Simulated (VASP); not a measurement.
# Ge3W2 (P4mm) in VASP: notebook

Runs on Ge3W2. Level: PBE. Tasks: single point, relaxation of cell and atoms.

Program: VASP 6.6.1. These are calculated values, not measurements. Logs are shortened: lines on timing, memory, paths and dates and some standing lists are left out, and cuts for length are marked.

## (1) The cell of the first run

The structure is tetragonal, space group P4mm (No. 99). The conventional cell has a = 3.852 Å, b = 3.852 Å, c = 5.673 Å, α = 90.00°, β = 90.00°, γ = 90.00°. Within 3.3 Å of Ge (site symmetry 2mm) lie 4 W at 2.47 to 2.56 Å and 6 Ge at 2.49 to 2.72 Å. Ge (site symmetry 4mm) has 4 Ge at 2.49 Å and 6 W at 2.55 to 3.13 Å within 3.3 Å. W (site symmetry 4mm) has 6 Ge at 2.47 to 3.13 Å within 3.3 Å. W (site symmetry 4mm) has 8 Ge at 2.56 to 2.73 Å within 3.4 Å.

## (2) Single point, PBE

The input, INCAR:

```
PREC = Accurate ; ENCUT = 520
EDIFF = 1E-6 ; ISMEAR = 0
SIGMA = 0.1 ; LREAL = False
LASPH = True ; NELM = 100
ALGO = Normal ; ISIF = 2
LWAVE = False ; LCHARG = False
GGA = PE ; NBANDS = 43
```

The input, KPOINTS:

```
Automatic mesh
0
Gamma
  4 4 4
```

The input, POSCAR:

```
Ge3W2
1.0
    3.8515001800      0.0000000000      0.0000000000
    0.0000000000      3.8515001800      0.0000000000
    0.0000000000      0.0000000000      5.6727931100
Ge W
3 2
Direct
    0.5000000000      0.0000000000      0.9934612500
    0.0000000000      0.5000000000      0.9934612500
    0.0000000000      0.0000000000      0.2721384500
    0.0000000000      0.0000000000      0.7211286400
    0.5000000000      0.5000000000      0.2898103300
```

Potentials or basis: VASP PAW PBE potentials, release 64 (Ge_d, W_sv).

On the command line:

```bash
> cat potpaw_PBE.64/Ge_d/POTCAR potpaw_PBE.64/W_sv/POTCAR > POTCAR
> mpirun -np 1 vasp_std > vasp.out
```

OUTCAR:

```text
PREC = Accurate
   ENCUT = 520
   EDIFF = 1E-6
   ISMEAR = 0
   LREAL = False
   LASPH = True
   NELM = 100
   ISIF = 2
   GGA = PE

 ion  position               nearest neighbor table
   1  0.500  0.000  0.993-   4 2.47   4 2.47   3 2.49   3 2.49   5 2.56   5 2.56   2 2.72   2 2.72
                             2 2.72   2 2.72
   2  0.000  0.500  0.993-   4 2.47   4 2.47   3 2.49   3 2.49   5 2.56   5 2.56   1 2.72   1 2.72
                             1 2.72   1 2.72
   3  0.000  0.000  0.272-   1 2.49   2 2.49   2 2.49   1 2.49   4 2.55   5 2.73   5 2.73   5 2.73
                             5 2.73   4 3.13
   4  0.000  0.000  0.721-   1 2.47   2 2.47   2 2.47   1 2.47   3 2.55   3 3.13
   5  0.500  0.500  0.290-   1 2.56   2 2.56   1 2.56   2 2.56   3 2.73   3 2.73   3 2.73   3 2.73

  LATTYP: Found a simple tetragonal cell.
 ALAT       =     3.8515001800
 C/A-ratio  =     1.4728788381

  Lattice vectors:

 A1 = (   3.8515001800,   0.0000000000,   0.0000000000)
 A2 = (   0.0000000000,   3.8515001800,   0.0000000000)
 A3 = (   0.0000000000,   0.0000000000,   5.6727931100)

Analysis of symmetry for initial positions (statically):
=====================================================================
 Subroutine PRICEL returns:
 Original cell was already a primitive cell.

 Routine SETGRP: Setting up the symmetry group for a
 simple tetragonal supercell.

 Subroutine GETGRP returns: Found  8 space group operations
 (whereof  8 operations were pure point group operations)
 out of a pool of 16 trial point group operations.

The static configuration has the point symmetry C_4v.

Analysis of symmetry for dynamics (positions and initial velocities):
=====================================================================
 Subroutine PRICEL returns:
 Original cell was already a primitive cell.

 Routine SETGRP: Setting up the symmetry group for a
 simple tetragonal supercell.

 Subroutine GETGRP returns: Found  8 space group operations
 (whereof  8 operations were pure point group operations)
 out of a pool of 16 trial point group operations.

The dynamic configuration has the point symmetry C_4v.

 Subroutine INISYM returns: Found  8 space group operations
 (whereof  8 operations are pure point group operations),
 and found     1 'primitive' translations

----------------------------------------------------------------------------------------

                                     Primitive cell

  volume of cell :      84.1505
[... 89 lines left out ...]
   LREAL  =      F    real-space projection
   EDIFFG = 0.1E-04   stopping-criterion for IOM
   NSW    =      0    number of steps for IOM
   IBRION =     -1    ionic relax: 0-MD 1-quasi-New 2-CG
   NFREE  =      0    steps in history (QN), initial steepest desc. (CG)
   ISIF   =      2    stress and relaxation
   ISYM   =      2    0-nonsym 1-usesym 2-fastsym
   POTIM  = 0.5000    time-step for ionic-motion
   TEBEG  =    0.0;   TEEND  =   0.0 temperature during run
   PSTRESS=    0.0 pullay stress
   NELECT =      70.0000    total number of electrons
   NUPDOWN=      -1.0000    fix difference up-down
   EMIN   =  10.00;   EMAX   =-10.00  energy-range for DOS
   EFERMI =   0.00;   METHOD = LEGACY
   ISMEAR =     0;   SIGMA  =   0.10  broadening in eV -4-tet -1-fermi 0-gaus
   EFERMI_NEDOS =   21; number of points for ismear=-14 and -15
   IALGO  =     38    algorithm
   IMIX   =      4    mixing-type and parameters
     AMIX     =   0.40;   BMIX     =  1.00
     AMIX_MAG =   1.60;   BMIX_MAG =  1.00
  volume/ion in A,a.u.               =      16.83       113.58
  Fermi-wavevector in a.u.,A,eV,Ry     =   1.539650  2.909516 32.252898  2.370521
  Thomas-Fermi vector in A             =   2.645848
   LORBIT       =      0    0 simple, 1 ext, 2 COOP (PROOUT), +10 PAW based schemes
   GGA     = PE    functional components
   LHFCALC =     F    Hartree Fock is set to
   AEXX    =    0.0000 exact exchange contribution
   IVDW    =     0    specifies the selected vdW correction
   LEPSILON=     F    determine dielectric tensor
   LRPA    =     F    only Hartree local field effects (RPA)
 non-spin polarized calculation
 Gauss-broadening in eV      SIGMA  =   0.10
  energy-cutoff  :      520.00
  volume of cell :       84.15
 maximum number of plane-waves:      2288
 NGX is ok and might be reduce to    30
   NGX = 15   NGY = 15   NGZ = 21

 number of electron      70.0000014 magnetization

 Free energy of the ion-electron system (eV)
  ---------------------------------------------------
  ext. energy  EPLUGINS =         0.00000000
  ---------------------------------------------------
  free energy    TOTEN  =       -32.72217448 eV

  energy without entropy =      -32.69976495  energy(sigma->0) =      -32.71096971

 E-fermi :   8.9209     XC(G=0): -12.2193

 val. band max:        8.8391587060   @ k =   0.0000   0.0000   0.0000
 cond. band min:       8.9230137228   @ k =   0.5000   0.0000   0.0000
 fundamental gap:      0.0838550169
 Fermi energy:         8.9208642147

 k-point     1 :       0.0000    0.0000    0.0000
  band No.  band energies     occupation
      1     -64.9918      2.00000
      2     -64.9893      2.00000
      3     -29.3539      2.00000
      4     -29.3539      2.00000
      5     -29.3014      2.00000
      6     -29.3014      2.00000
[... 817 lines left out ...]
     42      13.1019      0.00000
     43      14.6110      0.00000

------------------------ aborting loop because EDIFF is reached ----------------------------------------

  FORCE on cell =-STRESS in cart. coord.  units (eV):
  Direction    XX          YY          ZZ          XY          YZ          ZX
  --------------------------------------------------------------------------------------
  -------------------------------------------------------------------------------------
  Total        8.7497369      8.7497369     14.3642365      0.0000000      0.0000000     -0.0000000
  in kB      166.5899463    166.5899463    273.4867819      0.0000000      0.0000000     -0.0000000
  external PRESSURE =     202.2222248 kB  Pullay stress =       0.0000000 kB

 VOLUME and BASIS-vectors are now :
 -----------------------------------------------------------------------------
  energy-cutoff  :      520.00
  volume of cell :       84.15
      direct lattice vectors                 reciprocal lattice vectors
     3.851500180  0.000000000  0.000000000     0.259639090  0.000000000  0.000000000
     0.000000000  3.851500180  0.000000000     0.000000000  0.259639090  0.000000000
     0.000000000  0.000000000  5.672793110     0.000000000  0.000000000  0.176280005

 POSITION                                       TOTAL-FORCE (eV/Angst)
 -----------------------------------------------------------------------------------
      1.92575      0.00000      5.63570         0.000000     -0.000000     -1.629935
      0.00000      1.92575      5.63570         0.000000     -0.000000     -1.629935
      0.00000      0.00000      1.54379         0.000000      0.000000      3.615430
      0.00000      0.00000      4.09081         0.000000     -0.000000     -3.833488
      1.92575      1.92575      1.64403         0.000000      0.000000      3.477928
 -----------------------------------------------------------------------------------
    total drift:                                0.000000     -0.000000      0.000261

  FREE ENERGIE OF THE ION-ELECTRON SYSTEM (eV)
  ---------------------------------------------------
  free  energy   TOTEN  =       -32.7221744775 eV

  energy  without entropy=      -32.6997649508  energy(sigma->0) =      -32.71096971
```

OSZICAR:

```text
N       E                     dE             d eps       ncg     rms          rms(c)
DAV:   1     0.798202904332E+03    0.79820E+03   -0.36051E+04  2013   0.422E+03
DAV:   2     0.857845094906E+02   -0.71242E+03   -0.69612E+03  1564   0.887E+02
DAV:   3    -0.282628979139E+02   -0.11405E+03   -0.11123E+03  1686   0.232E+02
DAV:   4    -0.347469977203E+02   -0.64841E+01   -0.63732E+01  1933   0.583E+01
DAV:   5    -0.348890915288E+02   -0.14209E+00   -0.14172E+00  1863   0.943E+00    0.257E+01
DAV:   6    -0.329751947390E+02    0.19139E+01   -0.11902E+01  2050   0.292E+01    0.820E+00
DAV:   7    -0.327742966222E+02    0.20090E+00   -0.12132E+00  1976   0.950E+00    0.523E+00
DAV:   8    -0.327253360515E+02    0.48961E-01   -0.17885E-01  1915   0.290E+00    0.484E-01
DAV:   9    -0.327254559047E+02   -0.11985E-03   -0.45041E-02  1921   0.134E+00    0.474E-01
DAV:  10    -0.327222814311E+02    0.31745E-02   -0.14621E-02  2046   0.845E-01    0.171E-01
DAV:  11    -0.327221604523E+02    0.12098E-03   -0.16282E-03  2029   0.332E-01    0.554E-02
DAV:  12    -0.327221672761E+02   -0.68238E-05   -0.17518E-04  1969   0.173E-01    0.236E-02
DAV:  13    -0.327221737719E+02   -0.64958E-05   -0.24055E-05  2078   0.390E-02    0.938E-03
DAV:  14    -0.327221744775E+02   -0.70563E-06   -0.22802E-06  1226   0.283E-02
   1 F= -.32722174E+02 E0= -.32710970E+02  d E =-.224095E-01
```

stdout:

```text
POSCAR found type information on POSCAR GeW
 POSCAR found :  2 types and       5 ions
 scaLAPACK will be used
 LDA part: xc-table for (Slater+PW92), standard interpolation
 POSCAR, INCAR and KPOINTS ok, starting setup
 FFT: planning ... GRIDC
 FFT: planning ... GRID_SOFT
 FFT: planning ... GRID
 WAVECAR not read
 entering main loop
```

Run time: 33 s. Hardware: 1 thread of Intel Xeon 6975P-C (Granite Rapids), shared host; peak memory 0.21 GiB.

What came out:

| Quantity | Value |
| --- | --- |
| Free energy | -32.7222 eV |
| Pressure | 20.2 GPa |
| Largest force | 3.833 eV/Å |
| Band gap on the k mesh | zero (band 35 reaches 9.25 eV, above the bottom of band 36 at 8.75 eV) |

Forces in eV/Å, atoms in the order of the input:
```
Ge   0.000  0.000 -1.630
Ge   0.000  0.000 -1.630
Ge   0.000  0.000  3.615
W    0.000  0.000 -3.833
W    0.000  0.000  3.478
```

Stress tensor (GPa, compression positive):
```
16.66  0.00  0.00
 0.00 16.66  0.00
 0.00  0.00 27.35
```

Caveat: the k points lie up to 0.41 Å⁻¹ apart; spin-orbit coupling is left out, which moves the levels of the heavy elements; forces of over 1 eV/Å act on the atoms, so gaps and moduli don't describe the material at rest.

(Continued in part 2 of 2.)
